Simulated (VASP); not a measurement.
# TiO (P-6m2) in VASP: single point with PBEsol

Aim: the single point of TiO with PBEsol.

All numbers are computed with VASP 6.6.1; they aren't measurements. Logs are shortened: lines on timing, memory, paths and dates and some standing lists are left out, and cuts for length are marked.

## 1. The cell of the first run

Symmetry: P-6m2, No. 187, hexagonal system. Conventional cell: a = 3.031 Å, b = 3.031 Å, c = 3.238 Å, α = 90.00°, β = 90.00°, γ = 120.00°. Within 3.1 Å of Ti (site symmetry -6m2) lie 6 O at 2.38 Å and 6 Ti at 3.03 Å. Within 3.1 Å of O (site symmetry -6m2) lie 6 Ti at 2.38 Å and 6 O at 3.03 Å.

## 2. Single point, PBEsol, non-collinear spin, zero start, spin-orbit coupling

File INCAR:

```
SYSTEM = TiO
  PREC = Accurate
  ENCUT = 520
  EDIFF = 1E-6
  ISMEAR = 0
  SIGMA = 0.05
  LREAL = .FALSE.
  LASPH = .TRUE.
  NELM = 150
  ALGO = Normal
  ISIF = 2
  LWAVE = .FALSE.
  LCHARG = .FALSE.
  MAGMOM = 0 0 0 0 0 0
  LORBIT = 11
  LSORBIT = .TRUE.
  GGA_COMPAT = .FALSE.
  LORBMOM = .TRUE.
  LMAXMIX = 4
  GGA = PS
  NBANDS = 30
```

File KPOINTS:

```
Automatic mesh
0
G
  18 18 12
  0 0 0
```

File POSCAR:

```
TiO
1.0
    3.0310000000      0.0000000000      0.0000000000
   -1.5155000000      2.6249230000      0.0000000000
    0.0000000000      0.0000000000      3.2377000000
Ti O
1 1
Direct
    0.6666666700      0.3333333300      0.0000000000
    0.0000000000      0.0000000000      0.5000000000
```

Potentials or basis: VASP PAW PBE potentials, release 64 (Ti_sv, O).

The run is started by

```bash
$ cat potpaw_PBE.64/Ti_sv/POTCAR potpaw_PBE.64/O/POTCAR > POTCAR
$ mpirun -np 1 vasp_ncl > vasp.out
```

OUTCAR:

```text
SYSTEM = TiO
   PREC = Accurate
   ENCUT = 520
   EDIFF = 1E-6
   ISMEAR = 0
   LREAL = .FALSE.
   LASPH = .TRUE.
   NELM = 150
   ISIF = 2
   LORBIT = 11
   LSORBIT = .TRUE.
   GGA = PS

 ion  position               nearest neighbor table
   1  0.667  0.333  0.000-   2 2.38   2 2.38   2 2.38   2 2.38   2 2.38   2 2.38
   2  0.000  0.000  0.500-   1 2.38   1 2.38   1 2.38   1 2.38   1 2.38   1 2.38

  LATTYP: Found a hexagonal cell.
 ALAT       =     3.0310000000
 C/A-ratio  =     1.0681953151

  Lattice vectors:

 A1 = (   3.0310000000,   0.0000000000,   0.0000000000)
 A2 = (  -1.5155000000,   2.6249230000,   0.0000000000)
 A3 = (   0.0000000000,   0.0000000000,   3.2377000000)

Analysis of symmetry for initial positions (statically):
=====================================================================
 Subroutine PRICEL returns:
 Original cell was already a primitive cell.

 Routine SETGRP: Setting up the symmetry group for a
 hexagonal supercell.

 Subroutine GETGRP returns: Found 12 space group operations
 (whereof 12 operations were pure point group operations)
 out of a pool of 24 trial point group operations.

The static configuration has the point symmetry D_3h.

Analysis of symmetry for dynamics (positions and initial velocities):
=====================================================================
 Subroutine PRICEL returns:
 Original cell was already a primitive cell.

 Routine SETGRP: Setting up the symmetry group for a
 hexagonal supercell.

 Subroutine GETGRP returns: Found 12 space group operations
 (whereof 12 operations were pure point group operations)
 out of a pool of 24 trial point group operations.

The dynamic configuration has the point symmetry D_3h.

Analysis of structural, dynamic, and magnetic symmetry:
=====================================================================
 Subroutine PRICEL returns:
 Original cell was already a primitive cell.

 Routine SETGRP: Setting up the symmetry group for a
 hexagonal supercell.

 Subroutine GETGRP returns: Found 12 space group operations
 (whereof 12 operations were pure point group operations)
 out of a pool of 24 trial point group operations.

The overall configuration has the point symmetry D_3h.

 Subroutine INISYM returns: Found 12 space group operations
 (whereof 12 operations are pure point group operations),
 and found     1 'primitive' translations

----------------------------------------------------------------------------------------

                                     Primitive cell

  volume of cell :      25.7596

  direct lattice vectors                    reciprocal lattice vectors
     3.031000000  0.000000000  0.000000000     0.329924117  0.190481778  0.000000000
    -1.515500000  2.624923000  0.000000000     0.000000000  0.380963556  0.000000000
     0.000000000  0.000000000  3.237700000     0.000000000  0.000000000  0.308861229

  length of vectors
     3.031000000  3.031000001  3.237700000     0.380963556  0.380963556  0.308861229

  position of ions in fractional coordinates (direct lattice)
     0.666666670  0.333333330  0.000000000
     0.000000000  0.000000000  0.500000000

  ion indices of the primitive-cell ions
   primitive index   ion index
                 1           1
                 2           2

----------------------------------------------------------------------------------------

 KPOINTS: Automatic mesh

Automatic generation of k-mesh.
 Grid dimensions read from file:
 generate k-points for:   18   18   12

 Generating k-lattice:

  Cartesian coordinates                     Fractional coordinates (reciprocal lattice)
     0.018329118  0.010582321  0.000000000     0.055555556  0.000000000  0.000000000
[... 91 lines left out ...]
  energy-cutoff  :      520.00
  volume of cell :       25.76
 maximum number of plane-waves:      1442
   NGX = 11   NGY = 11   NGZ = 13

 number of electron      18.0000004 magnetization       0.0000000     -0.0000000      0.0000000

 number of electron      18.0000004 magnetization      -0.0000000      0.0000000     -0.0000000

 number of electron      18.0000004 magnetization       0.0000000      0.0000000      0.0000000

 number of electron      18.0000004 magnetization      -0.0000000     -0.0000000     -0.0000000

 Free energy of the ion-electron system (eV)
  ---------------------------------------------------
  ext. energy  EPLUGINS =         0.00000000
  ---------------------------------------------------
  free energy    TOTEN  =       -17.55796216 eV

  energy without entropy =      -17.55792497  energy(sigma->0) =      -17.55794356

 E-fermi :   7.4773     XC(G=0): -11.5493

 val. band max:        7.4170879702   @ k =   0.3333   0.3333   0.0000
 cond. band min:       7.4988310167   @ k =   0.0000   0.0000   0.5000
 fundamental gap:      0.0817430465
 Fermi energy:         7.4772551444

 k-point     1 :       0.0000    0.0000    0.0000
  band No.  band energies     occupation
      1     -50.3516      1.00000
      2     -50.3516      1.00000
      3     -27.0099      1.00000
      4     -27.0099      1.00000
      5     -26.3818      1.00000
      6     -26.3818      1.00000
[... 781 lines left out ...]
     29      18.9821      0.00000
     30      18.9874      0.00000

 [... further k-points ...]
[... 5 lines left out ...]
  --------------------------------------------------------------------------------------
  -------------------------------------------------------------------------------------
  Total       -5.4007450     -5.4007450     -8.6220135      0.0000000     -0.0000000      0.0000000
  in kB     -335.9117097   -335.9117100   -536.2658867      0.0000000     -0.0000000      0.0000000
  external PRESSURE =    -402.6964355 kB  Pullay stress =       0.0000000 kB

 VOLUME and BASIS-vectors are now :
 -----------------------------------------------------------------------------
  energy-cutoff  :      520.00
  volume of cell :       25.76
      direct lattice vectors                 reciprocal lattice vectors
     3.031000000  0.000000000  0.000000000     0.329924117  0.190481778  0.000000000
    -1.515500000  2.624923000  0.000000000     0.000000000  0.380963556  0.000000000
     0.000000000  0.000000000  3.237700000     0.000000000  0.000000000  0.308861229

 POSITION                                       TOTAL-FORCE (eV/Angst)
 -----------------------------------------------------------------------------------
      1.51550      0.87497      0.00000         0.000000     -0.000000      0.000000
      0.00000      0.00000      1.61885        -0.000000      0.000000      0.000000
 -----------------------------------------------------------------------------------
    total drift:                               -0.000026      0.000015      0.000000

  FREE ENERGIE OF THE ION-ELECTRON SYSTEM (eV)
  ---------------------------------------------------
  free  energy   TOTEN  =       -17.5579621616 eV

  energy  without entropy=      -17.5579249674  energy(sigma->0) =      -17.55794356

 orbital moment (x)

 # of ion     p       d       tot
 ----------------------------------------
  1         0.000  -0.000  -0.000
  2         0.000   0.000   0.000
 ----------------------------------------
            0.000  -0.000  -0.000

 orbital moment (y)

 # of ion     p       d       tot
 ----------------------------------------
  1        -0.000   0.000   0.000
  2        -0.000   0.000  -0.000
 ----------------------------------------
           -0.000   0.000   0.000

 orbital moment (z)

 # of ion     p       d       tot
 ----------------------------------------
  1         0.000  -0.000  -0.000
  2         0.000   0.000   0.000
 ----------------------------------------
            0.000  -0.000  -0.000

 Spin-Orbit-Coupling matrix elements

 Ion:    1  E_soc:     -0.0110998
 l=   1
     0.0000000    -0.0017095    -0.0017241
    -0.0017095     0.0000000    -0.0017095
    -0.0017241    -0.0017095     0.0000000
 l=   2
     0.0000000    -0.0000248     0.0000000    -0.0000248    -0.0001533
    -0.0000248     0.0000000    -0.0000725    -0.0000096    -0.0000248
     0.0000000    -0.0000725     0.0000000    -0.0000725     0.0000000
    -0.0000248    -0.0000096    -0.0000725     0.0000000    -0.0000248
    -0.0001533    -0.0000248     0.0000000    -0.0000248     0.0000000
 l=   3
     0.0000000     0.0000000     0.0000000     0.0000000     0.0000000     0.0000000     0.0000000
     0.0000000     0.0000000     0.0000000     0.0000000     0.0000000     0.0000000     0.0000000
     0.0000000     0.0000000     0.0000000     0.0000000     0.0000000     0.0000000     0.0000000
     0.0000000     0.0000000     0.0000000     0.0000000     0.0000000     0.0000000     0.0000000
     0.0000000     0.0000000     0.0000000     0.0000000     0.0000000     0.0000000     0.0000000
     0.0000000     0.0000000     0.0000000     0.0000000     0.0000000     0.0000000     0.0000000
     0.0000000     0.0000000     0.0000000     0.0000000     0.0000000     0.0000000     0.0000000

 Ion:    2  E_soc:     -0.0002325
 l=   1
     0.0000000    -0.0000381    -0.0000401
    -0.0000381     0.0000000    -0.0000381
    -0.0000401    -0.0000381     0.0000000
 l=   2
     0.0000000     0.0000000     0.0000000     0.0000000     0.0000000
     0.0000000     0.0000000     0.0000000     0.0000000     0.0000000
     0.0000000     0.0000000     0.0000000     0.0000000     0.0000000
     0.0000000     0.0000000     0.0000000     0.0000000     0.0000000
     0.0000000     0.0000000     0.0000000     0.0000000     0.0000000
 l=   3
     0.0000000     0.0000000     0.0000000     0.0000000     0.0000000     0.0000000     0.0000000
     0.0000000     0.0000000     0.0000000     0.0000000     0.0000000     0.0000000     0.0000000
     0.0000000     0.0000000     0.0000000     0.0000000     0.0000000     0.0000000     0.0000000
     0.0000000     0.0000000     0.0000000     0.0000000     0.0000000     0.0000000     0.0000000
     0.0000000     0.0000000     0.0000000     0.0000000     0.0000000     0.0000000     0.0000000
     0.0000000     0.0000000     0.0000000     0.0000000     0.0000000     0.0000000     0.0000000
     0.0000000     0.0000000     0.0000000     0.0000000     0.0000000     0.0000000     0.0000000

 total charge

# of ion       s       p       d       tot
------------------------------------------
    1        2.133   6.074   1.812  10.019
    2        1.548   3.326   0.000   4.874
--------------------------------------------------
tot          3.681   9.400   1.812  14.893

 magnetization (x)

# of ion       s       p       d       tot
------------------------------------------
    1        0.000  -0.000   0.000  -0.000
    2        0.000   0.000   0.000   0.000
--------------------------------------------------
tot          0.000  -0.000   0.000  -0.000

 magnetization (y)

# of ion       s       p       d       tot
------------------------------------------
    1       -0.000   0.000  -0.000  -0.000
    2        0.000   0.000   0.000   0.000
--------------------------------------------------
tot          0.000   0.000  -0.000  -0.000

 magnetization (z)

# of ion       s       p       d       tot
------------------------------------------
    1       -0.000  -0.000   0.000   0.000
    2        0.000   0.000   0.000   0.000
--------------------------------------------------
tot          0.000  -0.000   0.000   0.000
```

Wall time 15 min (1 thread of Intel Xeon 8259CL, shared host); peak memory 0.57 GiB.

Results:

- Free energy: -17.5580 eV
- Pressure: -40.3 GPa
- Net moment: 0.00 μB per cell
- Valence electrons inside the program's atomic spheres: Ti 10.02; O 4.87

Moments on the atoms (μB; x, y, z):
```
Ti  0.00 0.00 0.00
O   0.00 0.00 0.00
```

Caveat: the stress differs along the axes, from -54 to -34 GPa; the PAW data sets were made with another functional, which shifts forces and pressure a little.
